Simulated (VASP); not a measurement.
# Ti (P6_3/mmc) in VASP: a series of runs

The runs below take Ti through single point, relaxation of cell and atoms, with PBEsol.

Program: VASP 6.6.1. These are calculated values, not measurements. Logs are shortened: lines on timing, memory, paths and dates and some standing lists are left out, and cuts for length are marked.

**1. The cell of the first run**

The structure is hexagonal, space group P6_3/mmc (No. 194). The conventional cell has a = 2.902 Å, b = 2.902 Å, c = 4.602 Å, α = 90.00°, β = 90.00°, γ = 120.00°. Within 3.8 Å of Ti (site symmetry -6m2) lie 12 Ti at 2.85 to 2.90 Å.

**2. Single point, PBEsol**

Contents of INCAR:

```
SYSTEM = Ti
PREC = Accurate ; ENCUT = 520
EDIFF = 1E-6 ; ISMEAR = -1
SIGMA = 0.15 ; LREAL = .FALSE.
LASPH = .TRUE. ; NELM = 100
ALGO = Fast ; ISIF = 2
LWAVE = .FALSE. ; LCHARG = .FALSE.
GGA = PS ; NBANDS = 19
```

Contents of KPOINTS:

```
regular mesh
0
G
  18 18 10
  0 0 0
```

Contents of POSCAR:

```
Ti
1.0
    2.9021965294      0.0000000000      0.0000000000
   -1.4510982647      2.5133759213      0.0000000000
    0.0000000000      0.0000000000      4.6020443162
Ti
2
Direct
    0.3333333333      0.6666666667      0.2500000000
    0.6666666667      0.3333333333      0.7500000000
```

Potentials or basis: VASP PAW PBE potentials, release 64 (Ti_sv).

Run with:

```
$ cat potpaw_PBE.64/Ti_sv/POTCAR > POTCAR
$ mpirun -np 1 vasp_std > vasp.out
```

OUTCAR:

```text
SYSTEM = Ti
   PREC = Accurate
   ENCUT = 520
   EDIFF = 1E-6
   ISMEAR = -1
   LREAL = .FALSE.
   LASPH = .TRUE.
   NELM = 100
   ISIF = 2
   GGA = PS

 ion  position               nearest neighbor table
   1  0.333  0.667  0.250-   2 2.85   2 2.85   2 2.85   2 2.85   2 2.85   2 2.85
   2  0.667  0.333  0.750-   1 2.85   1 2.85   1 2.85   1 2.85   1 2.85   1 2.85

  LATTYP: Found a hexagonal cell.
 ALAT       =     2.9021965294
 C/A-ratio  =     1.5857107779

  Lattice vectors:

 A1 = (   2.9021965294,   0.0000000000,   0.0000000000)
 A2 = (  -1.4510982647,   2.5133759213,   0.0000000000)
 A3 = (   0.0000000000,   0.0000000000,   4.6020443162)

Analysis of symmetry for initial positions (statically):
=====================================================================
 Subroutine PRICEL returns:
 Original cell was already a primitive cell.

 Routine SETGRP: Setting up the symmetry group for a
 hexagonal supercell.

 Subroutine GETGRP returns: Found 24 space group operations
 (whereof 12 operations were pure point group operations)
 out of a pool of 24 trial point group operations.

The static configuration has the point symmetry D_3d.
 The point group associated with its full space group is D_6h.

Analysis of symmetry for dynamics (positions and initial velocities):
=====================================================================
 Subroutine PRICEL returns:
 Original cell was already a primitive cell.

 Routine SETGRP: Setting up the symmetry group for a
 hexagonal supercell.

 Subroutine GETGRP returns: Found 24 space group operations
 (whereof 12 operations were pure point group operations)
 out of a pool of 24 trial point group operations.

The dynamic configuration has the point symmetry D_3d.
 The point group associated with its full space group is D_6h.

 Subroutine INISYM returns: Found 24 space group operations
 (whereof 12 operations are pure point group operations),
 and found     1 'primitive' translations

----------------------------------------------------------------------------------------

                                     Primitive cell

  volume of cell :      33.5687

  direct lattice vectors                    reciprocal lattice vectors
     2.902196529  0.000000000  0.000000000     0.344566603  0.198935621  0.000000000
    -1.451098265  2.513375921  0.000000000     0.000000000  0.397871242  0.000000000
     0.000000000  0.000000000  4.602044316     0.000000000  0.000000000  0.217294735

  length of vectors
     2.902196529  2.902196529  4.602044316     0.397871242  0.397871242  0.217294735

  position of ions in fractional coordinates (direct lattice)
     0.333333333  0.666666667  0.250000000
     0.666666667  0.333333333  0.750000000

  ion indices of the primitive-cell ions
   primitive index   ion index
                 1           1
                 2           2

----------------------------------------------------------------------------------------

 KPOINTS: regular mesh

Automatic generation of k-mesh.
 Grid dimensions read from file:
 generate k-points for:   18   18   10

 Generating k-lattice:

  Cartesian coordinates                     Fractional coordinates (reciprocal lattice)
     0.019142589  0.011051979  0.000000000     0.055555556  0.000000000  0.000000000
     0.000000000  0.022103958  0.000000000     0.000000000  0.055555556  0.000000000
     0.000000000  0.000000000  0.021729473     0.000000000  0.000000000  0.100000000

  Length of vectors
     0.022103958  0.022103958  0.021729473

  Shift w.r.t. Gamma in fractional coordinates (k-lattice)
     0.000000000  0.000000000  0.000000000

 Subroutine IBZKPT returns following result:
 ===========================================

 Found    222 irreducible k-points:

 Following reciprocal coordinates:
            Coordinates               Weight
  0.000000  0.000000  0.000000      1.000000
  0.055556 -0.000000  0.000000      6.000000
  0.111111 -0.000000  0.000000      6.000000
  0.166667 -0.000000  0.000000      6.000000
  0.222222 -0.000000  0.000000      6.000000
  0.277778 -0.000000  0.000000      6.000000
[... 16 lines left out ...]
  0.333333  0.111111  0.000000     12.000000
  0.388889  0.111111  0.000000     12.000000
 [... further k-points ...]
   k-points           NKPTS =    222   k-points in BZ     NKDIM =    222   number of bands    NBANDS=     19
   number of dos      NEDOS =    301   number of ions     NIONS =      2
   total plane-waves  NPLWV =  20736
   dimension x,y,z NGX =    24 NGY =   24 NGZ =   36
   dimension x,y,z NGXF=    48 NGYF=   48 NGZF=   72
   ions per type =               2
   NGX,Y,Z   is equivalent  to a cutoff of  13.75, 13.75, 13.00 a.u.
   NGXF,Y,Z  is equivalent  to a cutoff of  27.50, 27.50, 26.01 a.u.
 SYSTEM =  Ti
   PREC   = accura    normal or accurate (medium, high low for compatibility)
   ISTART =      0    job   : 0-new  1-cont  2-samecut
   ICHARG =      2    charge: 1-file 2-atom 10-const
   ISPIN  =      1    spin polarized calculation?
   LNONCOLLINEAR =      F non collinear calculations
   LSORBIT =      F    spin-orbit coupling
   LASPH  =      T    aspherical Exc in radial PAW
   ENCUT  =  520.0 eV  38.22 Ry    6.18 a.u.   5.40  5.40  8.56*2*pi/ulx,y,z
   NELM   =    100;   NELMIN=  2; NELMDL= -5     # of ELM steps
   EDIFF  = 0.1E-05   stopping-criterion for ELM
   LREAL  =      F    real-space projection
   EDIFFG = 0.1E-04   stopping-criterion for IOM
   NSW    =      0    number of steps for IOM
   IBRION =     -1    ionic relax: 0-MD 1-quasi-New 2-CG
   NFREE  =      0    steps in history (QN), initial steepest desc. (CG)
   ISIF   =      2    stress and relaxation
   ISYM   =      2    0-nonsym 1-usesym 2-fastsym
   POTIM  = 0.5000    time-step for ionic-motion
   TEBEG  =    0.0;   TEEND  =   0.0 temperature during run
   PSTRESS=    0.0 pullay stress
   NELECT =      24.0000    total number of electrons
   NUPDOWN=      -1.0000    fix difference up-down
   EMIN   =  10.00;   EMAX   =-10.00  energy-range for DOS
   EFERMI =   0.00;   METHOD = LEGACY
   ISMEAR =    -1;   SIGMA  =   0.15  broadening in eV -4-tet -1-fermi 0-gaus
   EFERMI_NEDOS =   21; number of points for ismear=-14 and -15
   IALGO  =     68    algorithm
   IMIX   =      4    mixing-type and parameters
     AMIX     =   0.40;   BMIX     =  1.00
     AMIX_MAG =   1.60;   BMIX_MAG =  1.00
  volume/ion in A,a.u.               =      16.78       113.27
  Fermi-wavevector in a.u.,A,eV,Ry     =   1.463862  2.766299 29.155827  2.142893
  Thomas-Fermi vector in A             =   2.579907
   LORBIT       =      0    0 simple, 1 ext, 2 COOP (PROOUT), +10 PAW based schemes
   GGA     = PS    functional components
   LHFCALC =     F    Hartree Fock is set to
   AEXX    =    0.0000 exact exchange contribution
   IVDW    =     0    specifies the selected vdW correction
   LEPSILON=     F    determine dielectric tensor
   LRPA    =     F    only Hartree local field effects (RPA)
 non-spin polarized calculation
 RMM-DIIS sequential band-by-band and
  energy-cutoff  :      520.00
  volume of cell :       33.57
 maximum number of plane-waves:       929
 NGX is ok and might be reduce to    24
   NGX = 11   NGY = 11   NGZ = 17

 number of electron      23.9999999 magnetization

 Free energy of the ion-electron system (eV)
  ---------------------------------------------------
  ext. energy  EPLUGINS =         0.00000000
  ---------------------------------------------------
  free energy    TOTEN  =       -16.76275846 eV

  energy without entropy =      -16.57886994  energy(sigma->0) =      -16.67081420

 E-fermi :   8.5305     XC(G=0): -11.7985

 val. band max:        8.5302111984   @ k =   0.2778   0.2778   0.3000
 cond. band min:       8.5406831113   @ k =   0.3333   0.3333   0.3000
 fundamental gap:      0.0104719128
 Fermi energy:         8.5304885408

 k-point     1 :       0.0000    0.0000    0.0000
  band No.  band energies     occupation
      1     -47.9793      2.00000
      2     -47.8196      2.00000
      3     -24.7009      2.00000
      4     -23.9956      2.00000
      5     -23.9956      2.00000
      6     -23.8989      2.00000
[... 11 lines left out ...]
     18      10.2752      0.00002
     19      11.8856      0.00000

 k-point     2 :       0.0556   -0.0000    0.0000
  band No.  band energies     occupation
      1     -47.9757      2.00000
      2     -47.8181      2.00000
      3     -24.6932      2.00000
      4     -24.0116      2.00000
      5     -24.0010      2.00000
      6     -23.9021      2.00000
[... 11 lines left out ...]
     18      10.2229      0.00003
     19      11.9142      0.00000

 k-point     3 :       0.1111   -0.0000    0.0000
  band No.  band energies     occupation
      1     -47.9652      2.00000
      2     -47.8140      2.00000
      3     -24.6704      2.00000
      4     -24.0578      2.00000
      5     -24.0161      2.00000
      6     -23.9474      2.00000
[... 11 lines left out ...]
     18      10.1206      0.00005
     19      11.9859      0.00000

 k-point     4 :       0.1667   -0.0000    0.0000
  band No.  band energies     occupation
      1     -47.9489      2.00000
      2     -47.8080      2.00000
      3     -24.6342      2.00000
      4     -24.1291      2.00000
      5     -24.0387      2.00000
      6     -24.0191      2.00000
[... 11 lines left out ...]
     18      10.3892      0.00001
     19      12.0735      0.00000

 k-point     5 :       0.2222   -0.0000    0.0000
  band No.  band energies     occupation
      1     -47.9283      2.00000
      2     -47.8013      2.00000
      3     -24.5868      2.00000
      4     -24.2171      2.00000
      5     -24.1047      2.00000
      6     -24.0656      2.00000
[... 11 lines left out ...]
     18      10.7368      0.00000
     19      12.1561      0.00000
[... 334 lines left out ...]
      2     -47.7933      2.00000
      3     -24.5134      2.00000
      4     -24.3074      2.00000
      5     -24.2386      2.00000
      6     -24.0903      2.00000
[... 11 lines left out ...]
     18      11.4963      0.00000
     19      12.1682      0.00000

 k-point    22 :       0.2778    0.1111    0.0000
  band No.  band energies     occupation
      1     -47.8759      2.00000
      2     -47.7895      2.00000
      3     -24.4556      2.00000
      4     -24.3903      2.00000
      5     -24.2943      2.00000
      6     -24.1307      2.00000
[... 11 lines left out ...]
     18      11.9923      0.00000
     19      12.2007      0.00000

 k-point    23 :       0.3333    0.1111    0.0000
  band No.  band energies     occupation
      1     -47.8560      2.00000
      2     -47.7882      2.00000
      3     -24.4579      2.00000
      4     -24.3995      2.00000
      5     -24.3391      2.00000
      6     -24.1633      2.00000
[... 11 lines left out ...]
     18      12.2223      0.00000
     19      12.5048      0.00000

 k-point    24 :       0.3889    0.1111    0.0000
  band No.  band energies     occupation
      1     -47.8413      2.00000
      2     -47.7890      2.00000
      3     -24.5019      2.00000
      4     -24.3683      2.00000
      5     -24.3543      2.00000
      6     -24.1844      2.00000
[... 11 lines left out ...]
     18      12.2343      0.00000
     19      13.0206      0.00000

 [... further k-points ...]
[... 5 lines left out ...]
  --------------------------------------------------------------------------------------
  -------------------------------------------------------------------------------------
  Total       -0.0642614     -0.0642614     -0.0633957      0.0000000     -0.0000000      0.0000000
  in kB       -3.0670839     -3.0670839     -3.0257646      0.0000000     -0.0000000      0.0000000
  external PRESSURE =      -3.0533108 kB  Pullay stress =       0.0000000 kB

 VOLUME and BASIS-vectors are now :
 -----------------------------------------------------------------------------
  energy-cutoff  :      520.00
  volume of cell :       33.57
      direct lattice vectors                 reciprocal lattice vectors
     2.902196529  0.000000000  0.000000000     0.344566603  0.198935621  0.000000000
    -1.451098265  2.513375921  0.000000000     0.000000000  0.397871242  0.000000000
     0.000000000  0.000000000  4.602044316     0.000000000  0.000000000  0.217294735

 POSITION                                       TOTAL-FORCE (eV/Angst)
 -----------------------------------------------------------------------------------
     -0.00000      1.67558      1.15051         0.000000      0.000000      0.000000
      1.45110      0.83779      3.45153        -0.000000     -0.000000      0.000000
 -----------------------------------------------------------------------------------
    total drift:                               -0.000000      0.000000     -0.000000

  FREE ENERGIE OF THE ION-ELECTRON SYSTEM (eV)
  ---------------------------------------------------
  free  energy   TOTEN  =       -16.7627584573 eV

  energy  without entropy=      -16.5788699385  energy(sigma->0) =      -16.67081420
```

Run time: 2.5 min. Hardware: 1 thread of Intel Xeon 6975P-C (Granite Rapids), shared host; peak memory 0.24 GiB.

Results:

- Free energy: -16.7628 eV
- Pressure: -0.3 GPa
- Band gap on the k mesh: zero (band 12 reaches 9.37 eV, above the bottom of band 13 at 8.25 eV)

Caveat: the PAW data sets were made with another functional, which shifts forces and pressure a little.

**3. Relaxation of cell and atoms, PBEsol**

This run uses another cell than the first one, of 16.72 Å³/atom, 0.996 times its volume.

Contents of INCAR:

```
SYSTEM = Ti
PREC = Accurate ; ENCUT = 600
EDIFF = 1E-6 ; ISMEAR = -1
SIGMA = 0.15 ; LREAL = .FALSE.
LASPH = .TRUE. ; NELM = 60
ALGO = Fast ; ISIF = 3
LWAVE = .FALSE. ; LCHARG = .FALSE.
GGA = PS ; IBRION = 2
NSW = 80 ; EDIFFG = -0.001
```

Contents of KPOINTS:

```
Automatic mesh
0
G
  18 18 10
  0 0 0
```

Contents of POSCAR:

```
Ti
1.0
    2.9004758374      0.0000000000      0.0000000000
   -1.4502379187      2.5118857583      0.0000000000
    0.0000000000      0.0000000000      4.5909212533
Ti
2
Direct
    0.3333333333      0.6666666667      0.2500000000
    0.6666666667      0.3333333333      0.7500000000
```

Potentials or basis: VASP PAW PBE potentials, release 64 (Ti_sv).

Run with:

```
$ cat potpaw_PBE.64/Ti_sv/POTCAR > POTCAR
$ mpirun -np 1 vasp_std > vasp.out
```

OUTCAR:

```text
SYSTEM = Ti
   PREC = Accurate
   ENCUT = 600
   EDIFF = 1E-6
   ISMEAR = -1
   LREAL = .FALSE.
   LASPH = .TRUE.
   NELM = 60
   ISIF = 3
   GGA = PS
   IBRION = 2
   NSW = 80
   EDIFFG = -0.001

 ion  position               nearest neighbor table
   1  0.333  0.667  0.250-   2 2.84   2 2.84   2 2.84   2 2.84   2 2.84   2 2.84
   2  0.667  0.333  0.750-   1 2.84   1 2.84   1 2.84   1 2.84   1 2.84   1 2.84

  LATTYP: Found a hexagonal cell.
 ALAT       =     2.9004758374
 C/A-ratio  =     1.5828165827

  Lattice vectors:

 A1 = (   2.9004758374,   0.0000000000,   0.0000000000)
 A2 = (  -1.4502379187,   2.5118857583,   0.0000000000)
 A3 = (   0.0000000000,   0.0000000000,   4.5909212533)

Analysis of symmetry for initial positions (statically):
=====================================================================
 Subroutine PRICEL returns:
 Original cell was already a primitive cell.

 Routine SETGRP: Setting up the symmetry group for a
 hexagonal supercell.

 Subroutine GETGRP returns: Found 24 space group operations
 (whereof 12 operations were pure point group operations)
 out of a pool of 24 trial point group operations.

The static configuration has the point symmetry D_3d.
 The point group associated with its full space group is D_6h.

[... 264 lines left out ...]
  ---------------------------------------------------
  free  energy   TOTEN  =       -16.7618406061 eV

  energy  without entropy=      -16.5768253206  energy(sigma->0) =      -16.66933296

[... ionic steps 4 to 21 ...]

--------------------------------------- Ionic step       22  -------------------------------------------

 number of electron      23.9999996 magnetization

------------------------ aborting loop because EDIFF is reached ----------------------------------------
[... 67 lines left out ...]
--------------------------------------- Ionic step       24  -------------------------------------------

 number of electron      23.9999996 magnetization

 Free energy of the ion-electron system (eV)
  ---------------------------------------------------
  ext. energy  EPLUGINS =         0.00000000
  ---------------------------------------------------
  free energy    TOTEN  =       -16.76237382 eV

  energy without entropy =      -16.57903044  energy(sigma->0) =      -16.67070213

 E-fermi :   8.5560     XC(G=0): -11.8096

 val. band max:        8.5559240787   @ k =   0.2778   0.2778   0.3000
 cond. band min:       8.5668766911   @ k =   0.3333   0.3333   0.3000
 fundamental gap:      0.0109526124
 Fermi energy:         8.5559580414

 k-point     1 :       0.0000    0.0000    0.0000
  band No.  band energies     occupation
      1     -47.9493      2.00000
      2     -47.7881      2.00000
      3     -24.6743      2.00000
      4     -23.9637      2.00000
      5     -23.9637      2.00000
      6     -23.8664      2.00000
[... 433 lines left out ...]
      3     -24.4742      2.00000
      4     -24.3395      2.00000
      5     -24.3250      2.00000
      6     -24.1540      2.00000
[... 8 lines left out ...]
     15       9.8232      0.00043
     16      11.8769      0.00000

 [... further k-points ...]
[... 5 lines left out ...]
  --------------------------------------------------------------------------------------
  -------------------------------------------------------------------------------------
  Total       -0.0011025     -0.0011025     -0.0014431      0.0000000      0.0000000      0.0000000
  in kB       -0.0527460     -0.0527460     -0.0690372      0.0000000      0.0000000      0.0000000
  external PRESSURE =      -0.0581764 kB  Pullay stress =       0.0000000 kB
[... 17 lines left out ...]
  FREE ENERGIE OF THE ION-ELECTRON SYSTEM (eV)
  ---------------------------------------------------
  free  energy   TOTEN  =       -16.7623738171 eV

  energy  without entropy=      -16.5790304434  energy(sigma->0) =      -16.67070213

 reached required accuracy - stopping structural energy minimisation
```

Wall time 11 min (1 thread of Intel Xeon 6975P-C (Granite Rapids), shared host); peak memory 0.28 GiB.

What came out:

```yaml
Free_energy: -16.7624 eV
Relaxed_volume: 16.75 Å³/atom
Relaxed_cell: a = 2.900 Å, b = 2.900 Å, c = 4.599 Å, α = 90.00°, β = 90.00°, γ = 120.00°
Space_group_after_relaxing_to_0.05_Å: P6_3/mmc (No. 194)
Energy_gained_by_relaxing: 0.0 meV/atom
Ionic_steps: 24
Pressure_after_relaxing: 0.0 GPa
Band_gap_on_the_k_mesh: zero (band 12 reaches 9.40 eV, above the bottom of band 13 at 8.28 eV)
```

Final structure:
```xyz
2
Lattice="2.8998 0.0000 0.0000 -1.4499 2.5113 0.0000 0.0000 0.0000 4.5987" Properties=species:S:1:pos:R:3 pbc="T T T"
Ti    0.0000    1.6742    1.1497
Ti    1.4499    0.8371    3.4490
```

Caveat: the PAW data sets were made with another functional, which shifts forces and pressure a little.

[end of part 1 of 2]
